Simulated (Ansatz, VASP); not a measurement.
# One calculation of Na3ZrB, two programs

```
CELL_PARAMETERS angstrom
7.14367 0.00000 0.00000
-3.57184 6.18660 0.00000
0.00000 0.00000 5.38171
ATOMIC_POSITIONS crystal
Na 0.17929 0.35857 0.25000
Na 0.82071 0.17929 0.75000
Na 0.82071 0.64143 0.75000
Na 0.17929 0.82071 0.25000
Na 0.64143 0.82071 0.25000
Na 0.35857 0.17929 0.75000
Zr 0.33333 0.66667 0.75000
Zr 0.66667 0.33333 0.25000
B 0.00000 0.00000 0.50000
B 0.00000 0.00000 0.00000
```

Alike in both runs: functional PBE; k mesh 6 × 6 × 8; occupations gaussian, width 0.1 eV; no spin polarisation.

Ansatz relaxed the structure, and its values are those at the end. VASP's run is a single point on that final structure, the one shown.

```csv
,VASP,Ansatz
version,VASP 6.6.1,Ansatz 0.2.0
potentials or method,"VASP PAW PBE potentials, release 64 (Na_pv, Zr_sv, B), cutoff 520 eV","scalar-relativistic, plane waves, PAW"
valence electrons in the cell,72,84
```

Ansatz gave:

```
gap on the k mesh at the Fermi level (eV) : none
pressure (GPa)                            : 0.0
```

What did VASP give for the same quantities?

gap on the k mesh at the Fermi level (eV): none; pressure (GPa): 0.1.

A gap of «none» marks a metal or a gap that the smearing closes. VASP's potentials hold 72 valence electrons a cell and Ansatz's 84, so a difference there can come from the potentials and not from the codes.
